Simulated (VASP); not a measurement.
# CdS (Hawleyite) in VASP: a series of runs

Runs on CdS (Hawleyite). Level: PBE. Tasks: single point.

Everything below comes from runs of VASP 6.6.1. Logs are shortened: lines on timing, memory, paths and dates and some standing lists are left out, and cuts for length are marked.

### 1 The cell of the first run

The structure is cubic, space group F-43m (No. 216). The conventional cell has a = 5.947 Å, b = 5.947 Å, c = 5.947 Å, α = 90.00°, β = 90.00°, γ = 90.00°. Within 3.4 Å of Cd (site symmetry -43m) lie 4 S at 2.58 Å. Within 3.4 Å of S (site symmetry -43m) lie 4 Cd at 2.58 Å.

### 2 Single point, PBE

Contents of INCAR:

```
ALGO = Normal ; EDIFF = 1E-6
ENCUT = 520 ; GGA = PE
ISIF = 2 ; ISMEAR = 0
LASPH = True ; LCHARG = False
LREAL = False ; LWAVE = False
NBANDS = 16 ; NELM = 60
PREC = Accurate ; SIGMA = 0.02
```

Contents of KPOINTS:

```
k-points
0
Gamma
  12 12 12
```

Contents of POSCAR:

```
CdS
1.0
    0.0000000000      2.9737007966      2.9737007966
    2.9737007966      0.0000000000      2.9737007966
    2.9737007966      2.9737007966      0.0000000000
Cd S
1 1
Direct
    0.0000000000      0.0000000000      0.0000000000
    0.7500000000      0.7500000000      0.7500000000
```

Potentials or basis: VASP PAW PBE potentials, release 64 (Cd, S).

Run with:

```console
> cat potpaw_PBE.64/Cd/POTCAR potpaw_PBE.64/S/POTCAR > POTCAR
> mpirun -np 1 vasp_std > vasp.out
```

OUTCAR:

```text
EDIFF = 1E-6
   ENCUT = 520
   GGA = PE
   ISIF = 2
   ISMEAR = 0
   LASPH = True
   LREAL = False
   NELM = 60
   PREC = Accurate

 ion  position               nearest neighbor table
   1  0.000  0.000  0.000-   2 2.58   2 2.58   2 2.58   2 2.58
   2  0.750  0.750  0.750-   1 2.58   1 2.58   1 2.58   1 2.58

  LATTYP: Found a face centered cubic cell.
 ALAT       =     5.9474015932

  Lattice vectors:

 A1 = (   0.0000000000,   2.9737007966,   2.9737007966)
 A2 = (   2.9737007966,   0.0000000000,   2.9737007966)
 A3 = (   2.9737007966,   2.9737007966,   0.0000000000)

Analysis of symmetry for initial positions (statically):
=====================================================================
 Subroutine PRICEL returns:
 Original cell was already a primitive cell.

 Routine SETGRP: Setting up the symmetry group for a
 face centered cubic supercell.

 Subroutine GETGRP returns: Found 24 space group operations
 (whereof 24 operations were pure point group operations)
 out of a pool of 48 trial point group operations.

The static configuration has the point symmetry T_d .

Analysis of symmetry for dynamics (positions and initial velocities):
=====================================================================
 Subroutine PRICEL returns:
 Original cell was already a primitive cell.

 Routine SETGRP: Setting up the symmetry group for a
 face centered cubic supercell.

 Subroutine GETGRP returns: Found 24 space group operations
 (whereof 24 operations were pure point group operations)
 out of a pool of 48 trial point group operations.

The dynamic configuration has the point symmetry T_d .

 Subroutine INISYM returns: Found 24 space group operations
 (whereof 24 operations are pure point group operations),
 and found     1 'primitive' translations

----------------------------------------------------------------------------------------

                                     Primitive cell

  volume of cell :      52.5923

  direct lattice vectors                    reciprocal lattice vectors
     0.000000000  2.973700797  2.973700797    -0.168140655  0.168140655  0.168140655
     2.973700797  0.000000000  2.973700797     0.168140655 -0.168140655  0.168140655
     2.973700797  2.973700797  0.000000000     0.168140655  0.168140655 -0.168140655

  length of vectors
     4.205447997  4.205447997  4.205447997     0.291228157  0.291228157  0.291228157

  position of ions in fractional coordinates (direct lattice)
     0.000000000  0.000000000  0.000000000
     0.750000000  0.750000000  0.750000000

  ion indices of the primitive-cell ions
   primitive index   ion index
                 1           1
                 2           2

----------------------------------------------------------------------------------------

 KPOINTS: k-points

Automatic generation of k-mesh.
 Grid dimensions read from file:
 generate k-points for:   12   12   12

 Generating k-lattice:

  Cartesian coordinates                     Fractional coordinates (reciprocal lattice)
    -0.014011721  0.014011721  0.014011721     0.083333333  0.000000000  0.000000000
     0.014011721 -0.014011721  0.014011721     0.000000000  0.083333333  0.000000000
     0.014011721  0.014011721 -0.014011721     0.000000000  0.000000000  0.083333333

  Length of vectors
     0.024269013  0.024269013  0.024269013

  Shift w.r.t. Gamma in fractional coordinates (k-lattice)
     0.000000000  0.000000000  0.000000000

 Subroutine IBZKPT returns following result:
 ===========================================

 Found     72 irreducible k-points:

 Following reciprocal coordinates:
            Coordinates               Weight
  0.000000  0.000000  0.000000      1.000000
  0.083333  0.000000  0.000000      8.000000
  0.166667  0.000000  0.000000      8.000000
  0.250000  0.000000  0.000000      8.000000
  0.333333  0.000000  0.000000      8.000000
  0.416667  0.000000  0.000000      8.000000
[... 16 lines left out ...]
  0.500000  0.166667  0.000000     24.000000
 -0.416667  0.166667  0.000000     24.000000
 [... further k-points ...]
   k-points           NKPTS =     72   k-points in BZ     NKDIM =     72   number of bands    NBANDS=     16
   number of dos      NEDOS =    301   number of ions     NIONS =      2
   total plane-waves  NPLWV =  32768
   dimension x,y,z NGX =    32 NGY =   32 NGZ =   32
   dimension x,y,z NGXF=    64 NGYF=   64 NGZF=   64
   ions per type =               1   1
   NGX,Y,Z   is equivalent  to a cutoff of  12.65, 12.65, 12.65 a.u.
   NGXF,Y,Z  is equivalent  to a cutoff of  25.30, 25.30, 25.30 a.u.
 SYSTEM =  unknown system
   PREC   = accura    normal or accurate (medium, high low for compatibility)
   ISTART =      0    job   : 0-new  1-cont  2-samecut
   ICHARG =      2    charge: 1-file 2-atom 10-const
   ISPIN  =      1    spin polarized calculation?
   LNONCOLLINEAR =      F non collinear calculations
   LSORBIT =      F    spin-orbit coupling
   LASPH  =      T    aspherical Exc in radial PAW
   ENCUT  =  520.0 eV  38.22 Ry    6.18 a.u.   7.82  7.82  7.82*2*pi/ulx,y,z
   NELM   =     60;   NELMIN=  2; NELMDL= -5     # of ELM steps
   EDIFF  = 0.1E-05   stopping-criterion for ELM
   LREAL  =      F    real-space projection
   EDIFFG = 0.1E-04   stopping-criterion for IOM
   NSW    =      0    number of steps for IOM
   IBRION =     -1    ionic relax: 0-MD 1-quasi-New 2-CG
   NFREE  =      0    steps in history (QN), initial steepest desc. (CG)
   ISIF   =      2    stress and relaxation
   ISYM   =      2    0-nonsym 1-usesym 2-fastsym
   POTIM  = 0.5000    time-step for ionic-motion
   TEBEG  =    0.0;   TEEND  =   0.0 temperature during run
   PSTRESS=    0.0 pullay stress
   NELECT =      18.0000    total number of electrons
   NUPDOWN=      -1.0000    fix difference up-down
   EMIN   =  10.00;   EMAX   =-10.00  energy-range for DOS
   EFERMI =   0.00;   METHOD = LEGACY
   ISMEAR =     0;   SIGMA  =   0.02  broadening in eV -4-tet -1-fermi 0-gaus
   EFERMI_NEDOS =   21; number of points for ismear=-14 and -15
   IALGO  =     38    algorithm
   IMIX   =      4    mixing-type and parameters
     AMIX     =   0.40;   BMIX     =  1.00
     AMIX_MAG =   1.60;   BMIX_MAG =  1.00
  volume/ion in A,a.u.               =      26.30       177.46
  Fermi-wavevector in a.u.,A,eV,Ry     =   1.145140  2.164000 17.841925  1.311344
  Thomas-Fermi vector in A             =   2.281829
   LORBIT       =      0    0 simple, 1 ext, 2 COOP (PROOUT), +10 PAW based schemes
   GGA     = PE    functional components
   LHFCALC =     F    Hartree Fock is set to
   AEXX    =    0.0000 exact exchange contribution
   IVDW    =     0    specifies the selected vdW correction
   LEPSILON=     F    determine dielectric tensor
   LRPA    =     F    only Hartree local field effects (RPA)
 non-spin polarized calculation
 Gauss-broadening in eV      SIGMA  =   0.02
  energy-cutoff  :      520.00
  volume of cell :       52.59
 maximum number of plane-waves:      1430
   NGX = 15   NGY = 15   NGZ = 15

 number of electron      17.9999999 magnetization

 Free energy of the ion-electron system (eV)
  ---------------------------------------------------
  ext. energy  EPLUGINS =         0.00000000
  ---------------------------------------------------
  free energy    TOTEN  =        -6.14759299 eV

  energy without entropy =       -6.14759299  energy(sigma->0) =       -6.14759299

 E-fermi :   0.9741     XC(G=0):  -8.8800

 val. band max:        0.8334134346   @ k =   0.0000   0.0000   0.0000
 cond. band min:       1.8531068024   @ k =   0.0000   0.0000   0.0000
 fundamental gap:      1.0196933678
 Fermi energy:         0.9740804525

 k-point     1 :       0.0000    0.0000    0.0000
  band No.  band energies     occupation
      1     -11.1965      2.00000
      2      -6.7032      2.00000
      3      -6.7032      2.00000
      4      -6.7032      2.00000
      5      -6.2988      2.00000
      6      -6.2988      2.00000
[... 8 lines left out ...]
     15      12.2218      0.00000
     16      12.2218      0.00000

 k-point     2 :       0.0833    0.0000    0.0000
  band No.  band energies     occupation
      1     -11.1716      2.00000
      2      -6.6943      2.00000
      3      -6.6943      2.00000
      4      -6.6811      2.00000
      5      -6.2993      2.00000
      6      -6.2993      2.00000
[... 8 lines left out ...]
     15      11.8857      0.00000
     16      12.3360      0.00000

 k-point     3 :       0.1667    0.0000    0.0000
  band No.  band energies     occupation
      1     -11.1034      2.00000
      2      -6.6710      2.00000
      3      -6.6710      2.00000
      4      -6.6091      2.00000
      5      -6.2993      2.00000
      6      -6.2993      2.00000
[... 8 lines left out ...]
     15      11.4668      0.00000
     16      12.4907      0.00000

 k-point     4 :       0.2500    0.0000    0.0000
  band No.  band energies     occupation
      1     -11.0099      2.00000
      2      -6.6423      2.00000
      3      -6.6423      2.00000
      4      -6.4757      2.00000
      5      -6.2949      2.00000
      6      -6.2949      2.00000
[... 8 lines left out ...]
     15      11.4154      0.00000
     16      12.0177      0.00000

 k-point     5 :       0.3333    0.0000    0.0000
  band No.  band energies     occupation
      1     -10.9165      2.00000
      2      -6.6185      2.00000
      3      -6.6185      2.00000
      4      -6.2845      2.00000
      5      -6.2845      2.00000
      6      -6.2808      2.00000
[... 8 lines left out ...]
     15      11.8536      0.00000
     16      11.8536      0.00000

 k-point     6 :       0.4167    0.0000    0.0000
  band No.  band energies     occupation
      1     -10.8485      2.00000
      2      -6.6046      2.00000
      3      -6.6046      2.00000
      4      -6.2724      2.00000
      5      -6.2724      2.00000
      6      -6.0700      2.00000
[... 8 lines left out ...]
     15      12.6510      0.00000
     16      12.6510      0.00000

 k-point     7 :       0.5000    0.0000    0.0000
  band No.  band energies     occupation
      1     -10.8238      2.00000
      2      -6.6004      2.00000
      3      -6.6004      2.00000
      4      -6.2670      2.00000
      5      -6.2670      2.00000
      6      -5.9679      2.00000
[... 8 lines left out ...]
     15      13.2470      0.00000
     16      13.2470      0.00000

 k-point     8 :       0.0833    0.0833    0.0000
  band No.  band energies     occupation
      1     -11.1633      2.00000
      2      -6.6861      2.00000
      3      -6.6861      2.00000
      4      -6.6842      2.00000
      5      -6.3052      2.00000
      6      -6.2940      2.00000
[... 8 lines left out ...]
     15      12.2699      0.00000
     16      12.5189      0.00000

 k-point     9 :       0.1667    0.0833    0.0000
  band No.  band energies     occupation
      1     -11.1096      2.00000
      2      -6.6716      2.00000
      3      -6.6627      2.00000
      4      -6.6299      2.00000
      5      -6.3101      2.00000
      6      -6.2894      2.00000
[... 8 lines left out ...]
     15      12.0848      0.00000
     16      13.0713      0.00000
[... 172 lines left out ...]
 k-point    19 :       0.1667    0.1667    0.0000
  band No.  band energies     occupation
      1     -11.0727      2.00000
      2      -6.6377      2.00000
      3      -6.6377      2.00000
      4      -6.6244      2.00000
      5      -6.3187      2.00000
      6      -6.2807      2.00000
[... 8 lines left out ...]
     15      12.4097      0.00000
     16      13.8529      0.00000

 k-point    20 :       0.2500    0.1667    0.0000
  band No.  band energies     occupation
      1     -11.0025      2.00000
      2      -6.6200      2.00000
      3      -6.6048      2.00000
      4      -6.5413      2.00000
      5      -6.3164      2.00000
      6      -6.2725      2.00000
[... 8 lines left out ...]
     15      12.4173      0.00000
     16      14.0472      0.00000

 k-point    21 :       0.3333    0.1667    0.0000
  band No.  band energies     occupation
      1     -10.9181      2.00000
      2      -6.6017      2.00000
      3      -6.5752      2.00000
      4      -6.4262      2.00000
      5      -6.2702      2.00000
      6      -6.2641      2.00000
[... 8 lines left out ...]
     15      12.6117      0.00000
     16      13.6217      0.00000

 k-point    22 :       0.4167    0.1667    0.0000
  band No.  band energies     occupation
      1     -10.8425      2.00000
      2      -6.5872      2.00000
      3      -6.5568      2.00000
      4      -6.3581      2.00000
      5      -6.2585      2.00000
      6      -6.1175      2.00000
[... 8 lines left out ...]
     15      13.1298      0.00000
     16      13.4313      0.00000

 k-point    23 :       0.5000    0.1667    0.0000
  band No.  band energies     occupation
      1     -10.7959      2.00000
      2      -6.5799      2.00000
      3      -6.5510      2.00000
      4      -6.3218      2.00000
      5      -6.2618      2.00000
      6      -5.9491      2.00000
[... 8 lines left out ...]
     15      13.3042      0.00000
     16      13.5255      0.00000

 k-point    24 :      -0.4167    0.1667    0.0000
  band No.  band energies     occupation
      1     -10.7899      2.00000
      2      -6.5779      2.00000
      3      -6.5565      2.00000
      4      -6.2999      2.00000
      5      -6.2764      2.00000
      6      -5.9148      2.00000
[... 8 lines left out ...]
     15      12.4303      0.00000
     16      13.3857      0.00000

 [... further k-points ...]
[... 5 lines left out ...]
  --------------------------------------------------------------------------------------
  -------------------------------------------------------------------------------------
  Total       -0.0911186     -0.0911186     -0.0911186      0.0000000      0.0000000      0.0000000
  in kB       -2.7758502     -2.7758502     -2.7758502      0.0000000      0.0000000      0.0000000
  external PRESSURE =      -2.7758502 kB  Pullay stress =       0.0000000 kB

 VOLUME and BASIS-vectors are now :
 -----------------------------------------------------------------------------
  energy-cutoff  :      520.00
  volume of cell :       52.59
      direct lattice vectors                 reciprocal lattice vectors
     0.000000000  2.973700797  2.973700797    -0.168140655  0.168140655  0.168140655
     2.973700797  0.000000000  2.973700797     0.168140655 -0.168140655  0.168140655
     2.973700797  2.973700797  0.000000000     0.168140655  0.168140655 -0.168140655

 POSITION                                       TOTAL-FORCE (eV/Angst)
 -----------------------------------------------------------------------------------
      0.00000      0.00000      0.00000        -0.000000     -0.000000     -0.000000
      4.46055      4.46055      4.46055         0.000000      0.000000      0.000000
 -----------------------------------------------------------------------------------
    total drift:                                0.000000      0.000000      0.000000

  FREE ENERGIE OF THE ION-ELECTRON SYSTEM (eV)
  ---------------------------------------------------
  free  energy   TOTEN  =        -6.1475929927 eV

  energy  without entropy=       -6.1475929927  energy(sigma->0) =       -6.14759299
```

Wall time 31 s (1 thread of AMD EPYC 9R45 (Zen 5), shared host); peak memory 0.18 GiB.

Results:

```yaml
Free_energy: -6.1476 eV
Pressure: -0.3 GPa
Band_gap_on_the_k_mesh: 1.02 eV, direct
```

### 3 Single point, PBE

This run uses another cell than the first one, of 24.81 Å³/atom, 0.943 times its volume.

Contents of INCAR:

```
PREC = Accurate
ENCUT = 520
EDIFF = 1E-6
ISMEAR = 0
SIGMA = 0.02
LREAL = F
LASPH = T
NELM = 100
ALGO = Normal
ISIF = 2
LWAVE = F
LCHARG = F
GGA = PE
NBANDS = 16
```

Contents of KPOINTS:

```
Automatic mesh
0
Gamma
  12 12 12
```

Contents of POSCAR:

```
CdS
1.0
    0.0000000000      2.9165000000      2.9165000000
    2.9165000000      0.0000000000      2.9165000000
    2.9165000000      2.9165000000      0.0000000000
Cd S
1 1
Direct
    0.0171438368      0.0171438368     -0.0171438368
    0.7500000000      0.7500000000      0.7500000000
```

Potentials or basis: VASP PAW PBE potentials, release 64 (Cd, S).

Run with:

```console
> cat potpaw_PBE.64/Cd/POTCAR potpaw_PBE.64/S/POTCAR > POTCAR
> mpirun -np 1 vasp_std > vasp.out
```

OUTCAR:

```text
PREC = Accurate
   ENCUT = 520
   EDIFF = 1E-6
   ISMEAR = 0
   LREAL = F
   LASPH = T
   NELM = 100
   ISIF = 2
   GGA = PE

 ion  position               nearest neighbor table
   1  0.017  0.017  0.983-   2 2.47   2 2.47   2 2.58   2 2.58
   2  0.750  0.750  0.750-   1 2.47   1 2.47   1 2.58   1 2.58

  LATTYP: Found a face centered cubic cell.
 ALAT       =     5.8330000000

  Lattice vectors:

 A1 = (   0.0000000000,   2.9165000000,   2.9165000000)
 A2 = (   2.9165000000,   0.0000000000,   2.9165000000)
 A3 = (   2.9165000000,   2.9165000000,   0.0000000000)

Analysis of symmetry for initial positions (statically):
=====================================================================
 Subroutine PRICEL returns:
 Original cell was already a primitive cell.

 Routine SETGRP: Setting up the symmetry group for a
 face centered cubic supercell.

 Subroutine GETGRP returns: Found  4 space group operations
 (whereof  4 operations were pure point group operations)
 out of a pool of 48 trial point group operations.

[... 155 lines left out ...]
  ---------------------------------------------------
  ext. energy  EPLUGINS =         0.00000000
  ---------------------------------------------------
  free energy    TOTEN  =        -6.09545457 eV

  energy without entropy =       -6.09545457  energy(sigma->0) =       -6.09545457

 E-fermi :   1.4796     XC(G=0):  -9.1497

 val. band max:        1.3302128670   @ k =   0.0000   0.0000   0.0000
 cond. band min:       2.4749034700   @ k =   0.0000   0.0000   0.0000
 fundamental gap:      1.1446906030
 Fermi energy:         1.4796311924

 k-point     1 :       0.0000    0.0000    0.0000
  band No.  band energies     occupation
      1     -11.0699      2.00000
      2      -6.4970      2.00000
      3      -6.4220      2.00000
      4      -6.3560      2.00000
      5      -5.9472      2.00000
      6      -5.9434      2.00000
[... 433 lines left out ...]
      3      -6.2509      2.00000
      4      -6.0784      2.00000
      5      -5.9277      2.00000
      6      -5.9159      2.00000
[... 8 lines left out ...]
     15      12.8750      0.00000
     16      13.0044      0.00000

 [... further k-points ...]
[... 5 lines left out ...]
  --------------------------------------------------------------------------------------
  -------------------------------------------------------------------------------------
  Total        1.1041691      1.1041691      1.0016868     -0.7261706      0.0000000      0.0000000
  in kB       35.6558040     35.6558040     32.3464474    -23.4494843      0.0000000      0.0000000
  external PRESSURE =      34.5526852 kB  Pullay stress =       0.0000000 kB

 VOLUME and BASIS-vectors are now :
 -----------------------------------------------------------------------------
  energy-cutoff  :      520.00
  volume of cell :       49.62
      direct lattice vectors                 reciprocal lattice vectors
     0.000000000  2.916500000  2.916500000    -0.171438368  0.171438368  0.171438368
     2.916500000  0.000000000  2.916500000     0.171438368 -0.171438368  0.171438368
     2.916500000  2.916500000  0.000000000     0.171438368  0.171438368 -0.171438368

 POSITION                                       TOTAL-FORCE (eV/Angst)
 -----------------------------------------------------------------------------------
      2.91650      2.91650      0.10000        -0.000000     -0.000000     -0.520991
      4.37475      4.37475      4.37475         0.000000      0.000000      0.520991
 -----------------------------------------------------------------------------------
    total drift:                                0.000000      0.000000     -0.000458

  FREE ENERGIE OF THE ION-ELECTRON SYSTEM (eV)
  ---------------------------------------------------
  free  energy   TOTEN  =        -6.0954545701 eV

  energy  without entropy=       -6.0954545701  energy(sigma->0) =       -6.09545457
```

Run time: 1.8 min. Hardware: 1 thread of AMD EPYC 9R45 (Zen 5), shared host; peak memory 0.31 GiB.

What came out:

* Free energy: -6.0955 eV
* Pressure: 3.5 GPa
* Largest force: 0.521 eV/Å
* Band gap on the k mesh: 1.14 eV, direct

Forces on the atoms (eV/Å):
```
Cd   0.000  0.000 -0.521
S    0.000  0.000  0.521
```

Stress tensor (GPa, compression positive):
```
 3.57 -2.34  0.00
-2.34  3.57  0.00
 0.00  0.00  3.23
```
